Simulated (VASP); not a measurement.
# BeS (F-43m) in VASP: further runs, part 2 of 3

VASP 6.6.1.

## Step 3: Single point, HSE06

Contents of POSCAR:

```
BeS
1.0
    0.0000000000      2.4410600707      2.4410600707
    2.4410600707      0.0000000000      2.4410600707
    2.4410600707      2.4410600707      0.0000000000
S Be
1 1
Direct
    0.7500000000      0.7500000000      0.7500000000
    0.0000000000      0.0000000000      0.0000000000
```

Contents of INCAR.step1:

```
  PREC = Accurate
  ENCUT = 520
  EDIFF = 1E-5
  ISMEAR = -1
  SIGMA = 0.05
  LREAL = F
  LASPH = T
  NELM = 80
  ALGO = Normal
  ISIF = 2
  LWAVE = T
  LCHARG = F
  GGA = PE
  NBANDS = 11
```

Contents of INCAR.step2:

```
  PREC = Accurate
  ENCUT = 520
  EDIFF = 1E-7
  ISMEAR = -1
  SIGMA = 0.05
  LREAL = F
  LASPH = T
  NELM = 80
  ALGO = Normal
  ISIF = 2
  LWAVE = F
  LCHARG = F
  GGA = PE
  LHFCALC = T
  HFSCREEN = 0.2079
  PRECFOCK = Normal
  ISTART = 1
  NBANDS = 11
```

Contents of KPOINTS:

```
regular mesh
0
Gamma
  6 6 6
```

Potentials or basis: VASP PAW PBE potentials, release 64 (S, Be).

Launch:

```sh
cat potpaw_PBE.64/S/POTCAR potpaw_PBE.64/Be/POTCAR > POTCAR
cp INCAR.step1 INCAR
mpirun -np 1 vasp_std > vasp.out
cp INCAR.step2 INCAR
mpirun -np 1 vasp_std > vasp.out
```

OUTCAR:

```text
PREC = Accurate
   ENCUT = 520
   EDIFF = 1E-7
   ISMEAR = -1
   LREAL = F
   LASPH = T
   NELM = 80
   ISIF = 2
   GGA = PE
   LHFCALC = T
   HFSCREEN = 0.2079
   PRECFOCK = Normal
   ISTART = 1

 ion  position               nearest neighbor table
   1  0.750  0.750  0.750-   2 2.11   2 2.11   2 2.11   2 2.11
   2  0.000  0.000  0.000-   1 2.11   1 2.11   1 2.11   1 2.11

  LATTYP: Found a face centered cubic cell.
 ALAT       =     4.8821201414

  Lattice vectors:

 A1 = (   0.0000000000,   2.4410600707,   2.4410600707)
 A2 = (   2.4410600707,   0.0000000000,   2.4410600707)
 A3 = (   2.4410600707,   2.4410600707,   0.0000000000)

Analysis of symmetry for initial positions (statically):
=====================================================================
 Subroutine PRICEL returns:
 Original cell was already a primitive cell.

 Routine SETGRP: Setting up the symmetry group for a
 face centered cubic supercell.

 Subroutine GETGRP returns: Found 24 space group operations
 (whereof 24 operations were pure point group operations)
 out of a pool of 48 trial point group operations.

The static configuration has the point symmetry T_d .

Analysis of symmetry for dynamics (positions and initial velocities):
=====================================================================
 Subroutine PRICEL returns:
 Original cell was already a primitive cell.

 Routine SETGRP: Setting up the symmetry group for a
 face centered cubic supercell.

 Subroutine GETGRP returns: Found 24 space group operations
 (whereof 24 operations were pure point group operations)
 out of a pool of 48 trial point group operations.

The dynamic configuration has the point symmetry T_d .

 Subroutine INISYM returns: Found 24 space group operations
 (whereof 24 operations are pure point group operations),
 and found     1 'primitive' translations

[... 117 lines left out ...]
   AEXX    =    0.2500 exact exchange contribution
   HFSCREEN=    0.2079 screening length (either q_TF or 0.3 A-1)
   HFSCREENC=   0.2079 screening length for correlation (either q_TF or 0.3 A-1)
   ENCUTFOCK=  -1.0 apply spherical cutoff to Coloumb kernel
   IVDW    =     0    specifies the selected vdW correction
   LEPSILON=     F    determine dielectric tensor
   LRPA    =     F    only Hartree local field effects (RPA)
 non-spin polarized calculation
  energy-cutoff  :      520.00
  volume of cell :       29.09
 maximum number of plane-waves:       797
 NGX is ok and might be reduce to    28
  NGX = 20; NGY = 20; NGZ = 20

 number of electron       7.9999999 magnetization

 Free energy of the ion-electron system (eV)
  ---------------------------------------------------
  ext. energy  EPLUGINS =         0.00000000
  ---------------------------------------------------
  free energy    TOTEN  =       -11.38535547 eV

  energy without entropy =      -11.38535547  energy(sigma->0) =      -11.38535547

 E-fermi :   4.3160     XC(G=0):  -8.0238

 val. band max:        3.3175184472   @ k =   0.0000   0.0000   0.0000
 cond. band min:       7.4123868556   @ k =   0.5000   0.5000   0.0000
 fundamental gap:      4.0948684084
 Fermi energy:         4.3159996721

 k-point     1 :       0.0000    0.0000    0.0000
  band No.  band energies     occupation
      1     -11.6266      2.00000
      2       3.3175      2.00000
      3       3.3175      2.00000
      4       3.3175      2.00000
      5      10.1892      0.00000
      6      10.1892      0.00000
      7      10.1892      0.00000
      8      10.2070      0.00000
      9      17.5443      0.00000
     10      17.5443      0.00000
     11      19.4307      0.00000
[... 197 lines left out ...]
 k-point    16 :      -0.3333    0.5000    0.1667
  band No.  band energies     occupation
      1      -9.2802      2.00000
      2      -1.6577      2.00000
      3      -0.3166      2.00000
      4      -0.0294      2.00000
      5       9.5118      0.00000
      6      11.1406      0.00000
      7      14.6908      0.00000
      8      15.1950      0.00000
      9      19.2742      0.00000
     10      19.3638      0.00000
     11      21.9320      0.00000

------------------------ aborting loop because EDIFF is reached ----------------------------------------

  FORCE on cell =-STRESS in cart. coord.  units (eV):
  Direction    XX          YY          ZZ          XY          YZ          ZX
  --------------------------------------------------------------------------------------
  -------------------------------------------------------------------------------------
  Total       -0.3316480     -0.3316480     -0.3316480      0.0000000      0.0000000     -0.0000000
  in kB      -18.2651239    -18.2651239    -18.2651239      0.0000000      0.0000000     -0.0000000
  external PRESSURE =     -18.2651239 kB  Pullay stress =       0.0000000 kB

 VOLUME and BASIS-vectors are now :
 -----------------------------------------------------------------------------
  energy-cutoff  :      520.00
  volume of cell :       29.09
      direct lattice vectors                 reciprocal lattice vectors
     0.000000000  2.441060071  2.441060071    -0.204829044  0.204829044  0.204829044
     2.441060071  0.000000000  2.441060071     0.204829044 -0.204829044  0.204829044
     2.441060071  2.441060071  0.000000000     0.204829044  0.204829044 -0.204829044

 POSITION                                       TOTAL-FORCE (eV/Angst)
 -----------------------------------------------------------------------------------
      3.66159      3.66159      3.66159        -0.000000     -0.000000     -0.000000
      0.00000      0.00000      0.00000         0.000000      0.000000      0.000000
 -----------------------------------------------------------------------------------
    total drift:                                0.000000      0.000000      0.000000

  FREE ENERGIE OF THE ION-ELECTRON SYSTEM (eV)
  ---------------------------------------------------
  free  energy   TOTEN  =       -11.3853554689 eV

  energy  without entropy=      -11.3853554689  energy(sigma->0) =      -11.38535547
```

OUTCAR.step1:

```text
PREC = Accurate
   ENCUT = 520
   EDIFF = 1E-5
   ISMEAR = -1
   LREAL = F
[... 435 lines left out ...]
      3.66159      3.66159      3.66159         0.000000      0.000000     -0.000000
      0.00000      0.00000      0.00000        -0.000000     -0.000000      0.000000
 -----------------------------------------------------------------------------------
    total drift:                               -0.000000     -0.000000     -0.000000

  FREE ENERGIE OF THE ION-ELECTRON SYSTEM (eV)
  ---------------------------------------------------
  free  energy   TOTEN  =       -10.0107049999 eV

  energy  without entropy=      -10.0107049998  energy(sigma->0) =      -10.01070500
```

OSZICAR.step1:

```text
N       E                     dE             d eps       ncg     rms          rms(c)
DAV:   1     0.216756125473E+02    0.21676E+02   -0.38220E+03   352   0.619E+02
DAV:   2    -0.890250801050E+01   -0.30578E+02   -0.29423E+02   496   0.116E+02
DAV:   3    -0.101694002415E+02   -0.12669E+01   -0.12644E+01   457   0.235E+01
DAV:   4    -0.101760194679E+02   -0.66192E-02   -0.66186E-02   430   0.206E+00
DAV:   5    -0.101760702536E+02   -0.50786E-04   -0.50785E-04   467   0.173E-01    0.550E+00
DAV:   6    -0.100468006177E+02    0.12927E+00   -0.12084E-01   406   0.163E+00    0.376E+00
DAV:   7    -0.100092910328E+02    0.37510E-01   -0.11168E-01   433   0.174E+00    0.102E+00
DAV:   8    -0.100105566576E+02   -0.12656E-02   -0.64853E-03   457   0.406E-01    0.138E-01
DAV:   9    -0.100106523370E+02   -0.95679E-04   -0.50799E-04   445   0.141E-01    0.278E-02
DAV:  10    -0.100107003716E+02   -0.48035E-04   -0.81432E-05   414   0.509E-02    0.106E-02
DAV:  11    -0.100107049999E+02   -0.46283E-05   -0.17262E-05   447   0.213E-02
   1 F= -.10010705E+02 E0= -.10010705E+02  d E =-.310132E-10
```

Wall time 21 min (1 thread of AMD EPYC 7R13, shared host); peak memory 0.23 GiB.

What came out:

```yaml
Free_energy: -11.3854 eV
Pressure: -1.8 GPa
Band_gap_on_the_k_mesh: 4.09 eV, indirect (least direct gap 6.87 eV)
```

Caveat: the PAW data sets were made with another functional, which shifts forces and pressure a little.

## Step 4: Single point, HSE06

This run uses another cell than the first one, of 14.83 Å³/atom, 1.020 times its volume.

Contents of POSCAR:

```
BeS
1.0
    0.0000000000      2.4569115543      2.4569115543
    2.4569115543      0.0000000000      2.4569115543
    2.4569115543      2.4569115543      0.0000000000
S Be
1 1
Direct
    0.7500000000      0.7500000000      0.7500000000
    0.0000000000      0.0000000000      0.0000000000
```

Contents of INCAR.step1:

```
PREC = Accurate ; ENCUT = 520
EDIFF = 1E-5 ; ISMEAR = -1
SIGMA = 0.05 ; LREAL = F
LASPH = T ; NELM = 60
ALGO = Normal ; ISIF = 2
LWAVE = T ; NBANDS = 11
GGA = PE
```

Contents of INCAR.step2:

```
PREC = Accurate ; ENCUT = 520
EDIFF = 1E-6 ; ISMEAR = -1
SIGMA = 0.05 ; LREAL = F
LASPH = T ; NELM = 60
ALGO = Normal ; ISIF = 2
LWAVE = F ; LCHARG = T
GGA = PE ; LHFCALC = T
HFSCREEN = 0.2079 ; PRECFOCK = Normal
LELF = T ; LVHAR = T
NBANDS = 11 ; ISTART = 1
```

KPOINTS is that of step 3.

Potentials or basis: VASP PAW PBE potentials, release 64 (S, Be).

Launch:

```sh
cat potpaw_PBE.64/S/POTCAR potpaw_PBE.64/Be/POTCAR > POTCAR
cp INCAR.step1 INCAR
mpirun -np 1 vasp_std > vasp.out
cp INCAR.step2 INCAR
mpirun -np 1 vasp_std > vasp.out
```

OUTCAR:

```text
PREC = Accurate
   ENCUT = 520
   EDIFF = 1E-6
   ISMEAR = -1
   LREAL = F
   LASPH = T
   NELM = 60
   ISIF = 2
   GGA = PE
   LHFCALC = T
   HFSCREEN = 0.2079
   PRECFOCK = Normal
   ISTART = 1

 ion  position               nearest neighbor table
   1  0.750  0.750  0.750-   2 2.13   2 2.13   2 2.13   2 2.13
   2  0.000  0.000  0.000-   1 2.13   1 2.13   1 2.13   1 2.13

  LATTYP: Found a face centered cubic cell.
 ALAT       =     4.9138231086

  Lattice vectors:

 A1 = (   0.0000000000,   2.4569115543,   2.4569115543)
 A2 = (   2.4569115543,   0.0000000000,   2.4569115543)
 A3 = (   2.4569115543,   2.4569115543,   0.0000000000)

Analysis of symmetry for initial positions (statically):
=====================================================================
 Subroutine PRICEL returns:
 Original cell was already a primitive cell.

 Routine SETGRP: Setting up the symmetry group for a
 face centered cubic supercell.

 Subroutine GETGRP returns: Found 24 space group operations
[... 169 lines left out ...]
 Fermi energy:         4.2077930808

 k-point     1 :       0.0000    0.0000    0.0000
  band No.  band energies     occupation
      1     -11.6860      2.00000
      2       3.1220      2.00000
      3       3.1220      2.00000
      4       3.1220      2.00000
      5       9.8423      0.00000
      6       9.9987      0.00000
      7       9.9987      0.00000
      8       9.9987      0.00000
      9      17.3043      0.00000
     10      17.3043      0.00000
     11      19.0777      0.00000
[... 197 lines left out ...]
 k-point    16 :      -0.3333    0.5000    0.1667
  band No.  band energies     occupation
      1      -9.4183      2.00000
      2      -1.7572      2.00000
      3      -0.4230      2.00000
      4      -0.1341      2.00000
      5       9.3163      0.00000
      6      10.9308      0.00000
      7      14.3904      0.00000
      8      14.8932      0.00000
      9      18.8649      0.00000
     10      19.0545      0.00000
     11      21.5761      0.00000

------------------------ aborting loop because EDIFF is reached ----------------------------------------

  FORCE on cell =-STRESS in cart. coord.  units (eV):
  Direction    XX          YY          ZZ          XY          YZ          ZX
  --------------------------------------------------------------------------------------
  -------------------------------------------------------------------------------------
  Total       -0.6576475     -0.6576475     -0.6576475      0.0000000     -0.0000000      0.0000000
  in kB      -35.5226375    -35.5226375    -35.5226375      0.0000000     -0.0000000      0.0000000
  external PRESSURE =     -35.5226375 kB  Pullay stress =       0.0000000 kB

 VOLUME and BASIS-vectors are now :
 -----------------------------------------------------------------------------
  energy-cutoff  :      520.00
  volume of cell :       29.66
      direct lattice vectors                 reciprocal lattice vectors
     0.000000000  2.456911554  2.456911554    -0.203507529  0.203507529  0.203507529
     2.456911554  0.000000000  2.456911554     0.203507529 -0.203507529  0.203507529
     2.456911554  2.456911554  0.000000000     0.203507529  0.203507529 -0.203507529

 POSITION                                       TOTAL-FORCE (eV/Angst)
 -----------------------------------------------------------------------------------
      3.68537      3.68537      3.68537         0.000000      0.000000      0.000000
      0.00000      0.00000      0.00000        -0.000000     -0.000000     -0.000000
 -----------------------------------------------------------------------------------
    total drift:                               -0.000000      0.000000      0.000000

  FREE ENERGIE OF THE ION-ELECTRON SYSTEM (eV)
  ---------------------------------------------------
  free  energy   TOTEN  =       -11.3758628430 eV

  energy  without entropy=      -11.3758628430  energy(sigma->0) =      -11.37586284
```

OUTCAR.step1:

```text
PREC = Accurate
   ENCUT = 520
   EDIFF = 1E-5
   ISMEAR = -1
   LREAL = F
[... 435 lines left out ...]
      3.68537      3.68537      3.68537         0.000000      0.000000      0.000000
      0.00000      0.00000      0.00000        -0.000000     -0.000000     -0.000000
 -----------------------------------------------------------------------------------
    total drift:                               -0.000000     -0.000000     -0.000000

  FREE ENERGIE OF THE ION-ELECTRON SYSTEM (eV)
  ---------------------------------------------------
  free  energy   TOTEN  =       -10.0066876529 eV

  energy  without entropy=      -10.0066876528  energy(sigma->0) =      -10.00668765
```

OSZICAR.step1:

```text
N       E                     dE             d eps       ncg     rms          rms(c)
DAV:   1     0.184055703458E+02    0.18406E+02   -0.36187E+03   352   0.608E+02
DAV:   2    -0.907799712672E+01   -0.27484E+02   -0.26786E+02   481   0.109E+02
DAV:   3    -0.101569870207E+02   -0.10790E+01   -0.10770E+01   469   0.216E+01
DAV:   4    -0.101628579139E+02   -0.58709E-02   -0.58703E-02   439   0.185E+00
DAV:   5    -0.101629122180E+02   -0.54304E-04   -0.54303E-04   470   0.180E-01    0.536E+00
DAV:   6    -0.100393976328E+02    0.12351E+00   -0.12503E-01   414   0.163E+00    0.367E+00
DAV:   7    -0.100051934288E+02    0.34204E-01   -0.10460E-01   416   0.167E+00    0.104E+00
DAV:   8    -0.100065346549E+02   -0.13412E-02   -0.65958E-03   469   0.405E-01    0.129E-01
DAV:   9    -0.100066250749E+02   -0.90420E-04   -0.50237E-04   440   0.140E-01    0.266E-02
DAV:  10    -0.100066831155E+02   -0.58041E-04   -0.88044E-05   411   0.546E-02    0.137E-02
DAV:  11    -0.100066876529E+02   -0.45374E-05   -0.16104E-05   444   0.208E-02
   1 F= -.10006688E+02 E0= -.10006688E+02  d E =-.684713E-10
```

Run time: 16 min. Hardware: 1 thread of AMD EPYC 7R13, shared host; peak memory 0.23 GiB.

Results:

```
Free energy            : -11.3759 eV
Pressure               : -3.6 GPa
Band gap on the k mesh : 4.14 eV, indirect (least direct gap 6.72 eV)
```

Caveat: the PAW data sets were made with another functional, which shifts forces and pressure a little. A k mesh can miss the band edges.

## Step 5: Single point, HSE06

This run uses another cell than the first one, of 15.12 Å³/atom, 1.039 times its volume.

Contents of POSCAR:

```
BeS
1.0
    0.0000000000      2.4725610944      2.4725610944
    2.4725610944      0.0000000000      2.4725610944
    2.4725610944      2.4725610944      0.0000000000
S Be
1 1
Direct
    0.7500000000      0.7500000000      0.7500000000
    0.0000000000      0.0000000000      0.0000000000
```

Contents of INCAR.step1:

```
SYSTEM = BeS
  ALGO = Normal
  EDIFF = 1E-5
  ENCUT = 520
  GGA = PE
  ISIF = 2
  ISMEAR = -1
  LASPH = .TRUE.
  LCHARG = .FALSE.
  LREAL = .FALSE.
  LWAVE = .TRUE.
  NBANDS = 11
  NELM = 100
  PREC = Accurate
  SIGMA = 0.05
```

Contents of INCAR.step2:

```
SYSTEM = BeS
  ALGO = Normal
  EDIFF = 1E-6
  ENCUT = 520
  GGA = PE
  HFSCREEN = 0.2079
  ISIF = 2
  ISMEAR = -1
  ISTART = 1
  LASPH = .TRUE.
  LCHARG = .FALSE.
  LHFCALC = .TRUE.
  LREAL = .FALSE.
  LWAVE = .FALSE.
  NBANDS = 11
  NELM = 100
  PREC = Accurate
  PRECFOCK = Normal
  SIGMA = 0.05
```

Contents of KPOINTS:

```
k-points
0
G
  6 6 6
  0 0 0
```

Launch:

```sh
cat potpaw_PBE.64/S/POTCAR potpaw_PBE.64/Be/POTCAR > POTCAR
cp INCAR.step1 INCAR
mpirun -np 1 vasp_std > vasp.out
cp INCAR.step2 INCAR
mpirun -np 1 vasp_std > vasp.out
```

Run time: 13 min. Hardware: 1 thread of AMD EPYC 7R13, shared host; peak memory 0.23 GiB.

It converged, with:

| Quantity | Value |
| --- | --- |
| Free energy | -11.3605 eV |
| Pressure | -5.1 GPa |
| Band gap on the k mesh | 4.18 eV, indirect (least direct gap 6.56 eV) |

Levels at points of the mesh, in eV from the valence-band top:
```tsv
k point	band 2	band 3	band 4	band 5	band 6	band 7
(0.00, 0.00, 0.00)	0.00	0.00	0.00	6.56	6.88	6.88
(0.50, 0.00, 0.00)	-5.96	-1.04	-1.04	6.38	7.78	7.78
(0.50, 0.50, 0.00)	-5.23	-2.67	-2.67	4.18	6.00	14.02
```

Caveat: the PAW data sets were made with another functional, which shifts forces and pressure a little. A k mesh can miss the band edges.

(Part 2 of 3 ends here.)
